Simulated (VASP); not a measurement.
# PbS (I4/mmm) in VASP: single point with LDA

Aim: the single point of PbS with LDA.

Everything below comes from runs of VASP 6.6.1. Logs are shortened: lines on timing, memory, paths and dates and some standing lists are left out, and cuts for length are marked.

**1. The cell of the first run**

It takes space group I4/mmm (No. 139, tetragonal). Conventional cell: a = 4.193 Å, b = 4.193 Å, c = 5.752 Å, α = 90.00°, β = 90.00°, γ = 90.00°. Within 3.8 Å of Pb (site symmetry 4/mmm) lie 6 S at 2.88 to 2.96 Å. S (site symmetry 4/mmm) has 6 Pb at 2.88 to 2.96 Å within 3.8 Å.

**2. Single point, LDA (zz strain of -3 %)**

File INCAR:

```
ALGO = Normal
EDIFF = 1E-7
ENCUT = 520
GGA = CA
ISIF = 2
ISMEAR = -1
LASPH = T
LCHARG = F
LREAL = F
LWAVE = F
NBANDS = 17
NELM = 80
PREC = Accurate
SIGMA = 0.01
```

File KPOINTS:

```
k-points
0
Gamma
  8 8 8
```

File POSCAR:

```
PbS
1.0
    0.0000000000      2.9650000000      2.8760500000
    2.9650000000      0.0000000000      2.8760500000
    2.9650000000      2.9650000000      0.0000000000
Pb S
1 1
Direct
    0.0000000000      0.0000000000      0.0000000000
    0.5000000000      0.5000000000      0.5000000000
```

Potentials or basis: VASP PAW LDA potentials, release 64 (Pb_d, S).

Command:

```console
$ cat potpaw_LDA.64/Pb_d/POTCAR potpaw_LDA.64/S/POTCAR > POTCAR
$ mpirun -np 1 vasp_std > vasp.out
```

OUTCAR:

```text
EDIFF = 1E-7
   ENCUT = 520
   GGA = CA
   ISIF = 2
   ISMEAR = -1
   LASPH = T
   LREAL = F
   NELM = 80
   PREC = Accurate

 ion  position               nearest neighbor table
   1  0.000  0.000  0.000-   2 2.88   2 2.88   2 2.96   2 2.96   2 2.96   2 2.96
   2  0.500  0.500  0.500-   1 2.88   1 2.88   1 2.96   1 2.96   1 2.96   1 2.96

  LATTYP: Found a body centered tetragonal cell.
 ALAT       =     4.1931432124
 C/A-ratio  =     1.3717871555

  Lattice vectors:

 A1 = (   0.0000000000,  -2.9650000000,  -2.8760500000)
 A2 = (   0.0000000000,   2.9650000000,  -2.8760500000)
 A3 = (   2.9650000000,   0.0000000000,   2.8760500000)

Analysis of symmetry for initial positions (statically):
=====================================================================
 Subroutine PRICEL returns:
 Original cell was already a primitive cell.

 Routine SETGRP: Setting up the symmetry group for a
 body centered tetragonal supercell.

 Subroutine GETGRP returns: Found 16 space group operations
 (whereof 16 operations were pure point group operations)
 out of a pool of 16 trial point group operations.

The static configuration has the point symmetry D_4h.

Analysis of symmetry for dynamics (positions and initial velocities):
=====================================================================
 Subroutine PRICEL returns:
 Original cell was already a primitive cell.

 Routine SETGRP: Setting up the symmetry group for a
 body centered tetragonal supercell.

 Subroutine GETGRP returns: Found 16 space group operations
 (whereof 16 operations were pure point group operations)
 out of a pool of 16 trial point group operations.

The dynamic configuration has the point symmetry D_4h.

 Subroutine INISYM returns: Found 16 space group operations
 (whereof 16 operations are pure point group operations),
 and found     1 'primitive' translations

----------------------------------------------------------------------------------------

                                     Primitive cell

  volume of cell :      50.5680

  direct lattice vectors                    reciprocal lattice vectors
     0.000000000  2.965000000  2.876050000    -0.168634064  0.168634064  0.173849551
     2.965000000  0.000000000  2.876050000     0.168634064 -0.168634064  0.173849551
     2.965000000  2.965000000  0.000000000     0.168634064  0.168634064 -0.173849551

  length of vectors
     4.130724949  4.130724949  4.193143212     0.295124654  0.295124654  0.295124654

  position of ions in fractional coordinates (direct lattice)
     0.000000000  0.000000000  0.000000000
     0.500000000  0.500000000  0.500000000

  ion indices of the primitive-cell ions
   primitive index   ion index
                 1           1
                 2           2

----------------------------------------------------------------------------------------

 KPOINTS: k-points

Automatic generation of k-mesh.
 Grid dimensions read from file:
 generate k-points for:    8    8    8

 Generating k-lattice:

  Cartesian coordinates                     Fractional coordinates (reciprocal lattice)
    -0.021079258  0.021079258  0.021731194     0.125000000 -0.000000000  0.000000000
     0.021079258 -0.021079258  0.021731194    -0.000000000  0.125000000  0.000000000
     0.021079258  0.021079258 -0.021731194     0.000000000  0.000000000  0.125000000

  Length of vectors
     0.036890582  0.036890582  0.036890582

  Shift w.r.t. Gamma in fractional coordinates (k-lattice)
     0.000000000  0.000000000  0.000000000

 Subroutine IBZKPT returns following result:
 ===========================================

 Found     59 irreducible k-points:

 Following reciprocal coordinates:
            Coordinates               Weight
  0.000000  0.000000  0.000000      1.000000
  0.125000  0.000000  0.000000      8.000000
  0.250000  0.000000  0.000000      8.000000
  0.375000  0.000000  0.000000      8.000000
  0.500000  0.000000  0.000000      4.000000
  0.125000  0.125000  0.000000      2.000000
[... 16 lines left out ...]
  0.250000  0.000000  0.125000     16.000000
  0.375000  0.000000  0.125000     16.000000
 [... further k-points ...]
   k-points           NKPTS =     59   k-points in BZ     NKDIM =     59   number of bands    NBANDS=     17
   number of dos      NEDOS =    301   number of ions     NIONS =      2
   total plane-waves  NPLWV =  32768
   dimension x,y,z NGX =    32 NGY =   32 NGZ =   32
   dimension x,y,z NGXF=    64 NGYF=   64 NGZF=   64
   ions per type =               1   1
   NGX,Y,Z   is equivalent  to a cutoff of  12.88, 12.88, 12.69 a.u.
   NGXF,Y,Z  is equivalent  to a cutoff of  25.76, 25.76, 25.37 a.u.
 SYSTEM =  unknown system
   PREC   = accura    normal or accurate (medium, high low for compatibility)
   ISTART =      0    job   : 0-new  1-cont  2-samecut
   ICHARG =      2    charge: 1-file 2-atom 10-const
   ISPIN  =      1    spin polarized calculation?
   LNONCOLLINEAR =      F non collinear calculations
   LSORBIT =      F    spin-orbit coupling
   LASPH  =      T    aspherical Exc in radial PAW
   ENCUT  =  520.0 eV  38.22 Ry    6.18 a.u.   7.68  7.68  7.80*2*pi/ulx,y,z
   NELM   =     80;   NELMIN=  2; NELMDL= -5     # of ELM steps
   EDIFF  = 0.1E-06   stopping-criterion for ELM
   LREAL  =      F    real-space projection
   EDIFFG = 0.1E-05   stopping-criterion for IOM
   NSW    =      0    number of steps for IOM
   IBRION =     -1    ionic relax: 0-MD 1-quasi-New 2-CG
   NFREE  =      0    steps in history (QN), initial steepest desc. (CG)
   ISIF   =      2    stress and relaxation
   ISYM   =      2    0-nonsym 1-usesym 2-fastsym
   POTIM  = 0.5000    time-step for ionic-motion
   TEBEG  =    0.0;   TEEND  =   0.0 temperature during run
   PSTRESS=    0.0 pullay stress
   NELECT =      20.0000    total number of electrons
   NUPDOWN=      -1.0000    fix difference up-down
   EMIN   =  10.00;   EMAX   =-10.00  energy-range for DOS
   EFERMI =   0.00;   METHOD = LEGACY
   ISMEAR =    -1;   SIGMA  =   0.01  broadening in eV -4-tet -1-fermi 0-gaus
   EFERMI_NEDOS =   21; number of points for ismear=-14 and -15
   IALGO  =     38    algorithm
   IMIX   =      4    mixing-type and parameters
     AMIX     =   0.40;   BMIX     =  1.00
     AMIX_MAG =   1.60;   BMIX_MAG =  1.00
  volume/ion in A,a.u.               =      25.28       170.62
  Fermi-wavevector in a.u.,A,eV,Ry     =   1.201691  2.270867 19.647653  1.444062
  Thomas-Fermi vector in A             =   2.337493
   LORBIT       =      0    0 simple, 1 ext, 2 COOP (PROOUT), +10 PAW based schemes
   GGA     = CA    functional components
   LHFCALC =     F    Hartree Fock is set to
   AEXX    =    0.0000 exact exchange contribution
   IVDW    =     0    specifies the selected vdW correction
   LEPSILON=     F    determine dielectric tensor
   LRPA    =     F    only Hartree local field effects (RPA)
 non-spin polarized calculation
  energy-cutoff  :      520.00
  volume of cell :       50.57
 maximum number of plane-waves:      1387
   NGX = 15   NGY = 15   NGZ = 15

 number of electron      19.9999995 magnetization

 Free energy of the ion-electron system (eV)
  ---------------------------------------------------
  ext. energy  EPLUGINS =         0.00000000
  ---------------------------------------------------
  free energy    TOTEN  =        -9.98390037 eV

  energy without entropy =       -9.98384371  energy(sigma->0) =       -9.98387204

 E-fermi :   6.1079     XC(G=0): -10.1709

 val. band max:        6.0772266165   @ k =   0.5000   0.0000   0.0000
 cond. band min:       6.1386661178   @ k =   0.5000   0.0000   0.0000
 fundamental gap:      0.0614395013
 Fermi energy:         6.1079463668

 k-point     1 :       0.0000    0.0000    0.0000
  band No.  band energies     occupation
      1     -10.8183      2.00000
      2     -10.8165      2.00000
      3     -10.8141      2.00000
      4     -10.8141      2.00000
      5     -10.8019      2.00000
      6      -7.8454      2.00000
[... 9 lines left out ...]
     16      12.7105      0.00000
     17      14.3654      0.00000

 k-point     2 :       0.1250    0.0000    0.0000
  band No.  band energies     occupation
      1     -10.8209      2.00000
      2     -10.8168      2.00000
      3     -10.8123      2.00000
      4     -10.8061      2.00000
      5     -10.8028      2.00000
      6      -7.7026      2.00000
[... 9 lines left out ...]
     16      13.0192      0.00000
     17      15.6650      0.00000

 k-point     3 :       0.2500    0.0000    0.0000
  band No.  band energies     occupation
      1     -10.8325      2.00000
      2     -10.8240      2.00000
      3     -10.8140      2.00000
      4     -10.7888      2.00000
      5     -10.7856      2.00000
      6      -7.3024      2.00000
[... 9 lines left out ...]
     16      13.8477      0.00000
     17      17.7036      0.00000

 k-point     4 :       0.3750    0.0000    0.0000
  band No.  band energies     occupation
      1     -10.8442      2.00000
      2     -10.8365      2.00000
      3     -10.8139      2.00000
      4     -10.7720      2.00000
      5     -10.7649      2.00000
      6      -6.7715      2.00000
[... 9 lines left out ...]
     16      15.1360      0.00000
     17      17.7805      0.00000
[... 343 lines left out ...]
      1     -10.8290      2.00000
      2     -10.8183      2.00000
      3     -10.8098      2.00000
      4     -10.8032      2.00000
      5     -10.8009      2.00000
      6      -7.6558      2.00000
[... 9 lines left out ...]
     16      13.8292      0.00000
     17      15.0654      0.00000

 k-point    23 :       0.2500    0.0000    0.1250
  band No.  band energies     occupation
      1     -10.8469      2.00000
      2     -10.8184      2.00000
      3     -10.8102      2.00000
      4     -10.7967      2.00000
      5     -10.7841      2.00000
      6      -7.3389      2.00000
[... 9 lines left out ...]
     16      14.5898      0.00000
     17      16.3466      0.00000

 k-point    24 :       0.3750    0.0000    0.1250
  band No.  band energies     occupation
      1     -10.8615      2.00000
      2     -10.8226      2.00000
      3     -10.8124      2.00000
      4     -10.7845      2.00000
      5     -10.7661      2.00000
      6      -6.8406      2.00000
[... 9 lines left out ...]
     16      15.6364      0.00000
     17      17.6749      0.00000

 [... further k-points ...]

------------------------ aborting loop because EDIFF is reached ----------------------------------------

  FORCE on cell =-STRESS in cart. coord.  units (eV):
  Direction    XX          YY          ZZ          XY          YZ          ZX
  --------------------------------------------------------------------------------------
  -------------------------------------------------------------------------------------
  Total       -0.6534507     -0.6534507      0.7654078      0.0000000      0.0000000     -0.0000000
  in kB      -20.7036830    -20.7036830     24.2508874      0.0000000      0.0000000     -0.0000000
  external PRESSURE =      -5.7188262 kB  Pullay stress =       0.0000000 kB

 VOLUME and BASIS-vectors are now :
 -----------------------------------------------------------------------------
  energy-cutoff  :      520.00
  volume of cell :       50.57
      direct lattice vectors                 reciprocal lattice vectors
     0.000000000  2.965000000  2.876050000    -0.168634064  0.168634064  0.173849551
     2.965000000  0.000000000  2.876050000     0.168634064 -0.168634064  0.173849551
     2.965000000  2.965000000  0.000000000     0.168634064  0.168634064 -0.173849551

 POSITION                                       TOTAL-FORCE (eV/Angst)
 -----------------------------------------------------------------------------------
      0.00000      0.00000      0.00000         0.000000     -0.000000     -0.000000
      2.96500      2.96500      2.87605        -0.000000      0.000000      0.000000
 -----------------------------------------------------------------------------------
    total drift:                                0.000000     -0.000000     -0.000000

  FREE ENERGIE OF THE ION-ELECTRON SYSTEM (eV)
  ---------------------------------------------------
  free  energy   TOTEN  =        -9.9839003662 eV

  energy  without entropy=       -9.9838437069  energy(sigma->0) =       -9.98387204
```

Run time: 43 s. Hardware: 1 thread of Intel Xeon 8259CL, shared host; peak memory 0.18 GiB.

What came out:

- Free energy: -9.9839 eV
- Pressure: -0.6 GPa
- Band gap on the k mesh: 0.06 eV, direct

Levels at points of the mesh, in eV from the valence-band top:
| k point | band 6 | band 7 | band 8 | band 9 | band 10 | band 11 | band 12 | band 13 | band 14 | band 15 |
| --- | --- | --- | --- | --- | --- | --- | --- | --- | --- | --- |
| (0.00, 0.00, 0.00) | -13.92 | -6.07 | -2.56 | -2.29 | -2.29 | 4.87 | 4.87 | 5.60 | 6.45 | 6.45 |
| (0.50, 0.00, 0.00) | -12.55 | -9.19 | -1.98 | -1.92 | 0.00 | 0.06 | 1.60 | 1.82 | 8.45 | 9.86 |
| (0.50, 0.50, 0.00) | -11.94 | -7.50 | -5.63 | -3.78 | -3.78 | 3.44 | 5.51 | 5.51 | 5.74 | 11.12 |
| (0.50, 0.00, 0.50) | -12.12 | -7.32 | -5.58 | -3.87 | -3.55 | 3.58 | 5.34 | 5.40 | 6.03 | 11.06 |

Caveat: the cell differs from its parent crystal (zz strain of -3 %); spin-orbit coupling is left out, which moves the levels of the heavy elements. A k mesh can miss the band edges.
